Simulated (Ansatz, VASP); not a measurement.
## One calculation of HfSi4, two programs

Contents of INCAR:

```
  PREC = Accurate
  ENCUT = 600
  EDIFF = 1E-7
  ISMEAR = 0
  SIGMA = 0.1
  LREAL = False
  LASPH = True
  NELM = 60
  ALGO = Normal
  ISIF = 3
  LWAVE = False
  LCHARG = False
  GGA = PE
  IBRION = 2
  NSW = 90
  EDIFFG = -0.04
```

KPOINTS

```
Automatic mesh
0
Gamma
  6 6 4
```

Contents of POSCAR:

```
HfSi4
1.0
    4.5083293400      0.0000000000      0.0000000000
   -2.2541646700      3.9043277400      0.0000000000
    0.0000000000      0.0000000000      4.7208437800
Hf Si
1 4
Direct
    0.0000000000      0.0000000000      0.5000000000
    0.4655290800      0.0000000000      0.5000000000
    0.0000000000      0.4655290800      0.5000000000
    0.5344709200      0.5344709200      0.5000000000
    0.0000000000      0.0000000000      0.0000000000
```

Input for Ansatz:

```yaml
crystal:
  lattice:
    - [4.50832934, 0.0, 0.0]
    - [-2.25416467, 3.90432774, 0.0]
    - [0.0, 0.0, 4.72084378]
  atoms:
    - { symbol: Hf, position: [0.0, 0.0, 0.5] }
    - { symbol: Si, position: [0.46552908, 0.0, 0.5] }
    - { symbol: Si, position: [0.0, 0.46552908, 0.5] }
    - { symbol: Si, position: [0.53447092, 0.53447092, 0.5] }
    - { symbol: Si, position: [0.0, 0.0, 0.0] }
basis:
  ecutwfc: 420
kpoints:
  mp_grid: { grid: [6, 6, 4] }
hamiltonian:
  xc: pbe
scf:
  occupations: { method: gaussian, width: 0.1 }
  lower_state_search: "off"
output:
  forces: true
  stress: true
  eigenvalues: true
relax:
  adjacent_minimum: "off"
  f_tol: 0.04
  max_steps: 70
  cell: { stress_tol: 0.4 }
```

Alike in both runs: task relaxation of cell and atoms; functional PBE; k mesh 6 × 6 × 4; occupations gaussian, width 0.1 eV; no spin polarisation.

|  | VASP | Ansatz |
| --- | --- | --- |
| version | VASP 6.6.1 | Ansatz 0.2.0 |
| potentials or method | VASP PAW PBE potentials, release 64 (Hf_pv, Si), cutoff 600 eV | scalar-relativistic, plane waves, PAW |
| valence electrons in the cell | 26 | 42 |

|  | VASP | Ansatz | Ansatz less VASP |
| --- | --- | --- | --- |
| gap on the k mesh at the Fermi level, each at its own relaxed structure (eV) | none | none | - |
| relaxed volume (Å³/atom) | 24.09 | 24.01 | -0.077 |
| relaxed length of the cell vector where the two differ most in proportion (Å) | 5.160 | 5.147 | -0.0136 |

A gap of «none» marks a metal or a gap that the smearing closes. VASP's potentials hold 26 valence electrons a cell and Ansatz's 42, so a difference there can come from the potentials and not from the codes.

Spin-orbit coupling is off throughout. Noted on VASP's run: the volume moved by over 15 % at a fixed basis, so the end points are rough.
